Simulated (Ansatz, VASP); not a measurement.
Two plane-wave programs on HgTe

INCAR

```
PREC = Accurate
ENCUT = 500
EDIFF = 1E-6
ISMEAR = -1
SIGMA = 0.02
LREAL = F
LASPH = T
NELM = 120
ALGO = Normal
ISIF = 2
LWAVE = F
LCHARG = F
GGA = PE
NBANDS = 16
GGA_COMPAT = F
```

The input KPOINTS:

```
regular mesh
0
Gamma
  6 6 6
```

File POSCAR:

```
HgTe
1.0
    0.0000000000      3.2589408577      3.2589408577
    3.2589408577      0.0000000000      3.2589408577
    3.2589408577      3.2589408577      0.0000000000
Hg Te
1 1
Direct
    0.0000000000      0.0000000000      0.0000000000
    0.2500000000      0.2500000000      0.2500000000
```

Input for Ansatz:

```yaml
crystal:
  lattice:
    - [0.0, 3.2589408577, 3.2589408577]
    - [3.2589408577, 0.0, 3.2589408577]
    - [3.2589408577, 3.2589408577, 0.0]
  atoms:
    - { symbol: Hg, position: [0.0, 0.0, 0.0] }
    - { symbol: Te, position: [0.25, 0.25, 0.25] }
kpoints:
  mp_grid: { grid: [6, 6, 6] }
hamiltonian:
  xc: pbe
scf:
  occupations: { method: fermi_dirac, width: 0.02 }
  n_extra_bands: 4
output:
  forces: true
  stress: true
  eigenvalues: true
```

Alike in both runs: task single point; functional PBE; k mesh 6 × 6 × 6; occupations fermi-dirac, width 0.02 eV; no spin polarisation.

```csv
,VASP,Ansatz
version,VASP 6.6.1,Ansatz 0.2.0
potentials or method,"VASP PAW PBE potentials, release 64 (Hg, Te)","plane waves, PAW"
plane-wave cutoff (eV),500,420
valence electrons in the cell,18,36
```

```tsv
	VASP	Ansatz	Ansatz less VASP
pressure (GPa)	2.5	2.5	-0.06
```

VASP's potentials hold 18 valence electrons a cell and Ansatz's 36, so a difference there can come from the potentials and not from the codes.

Spin-orbit coupling is off throughout.
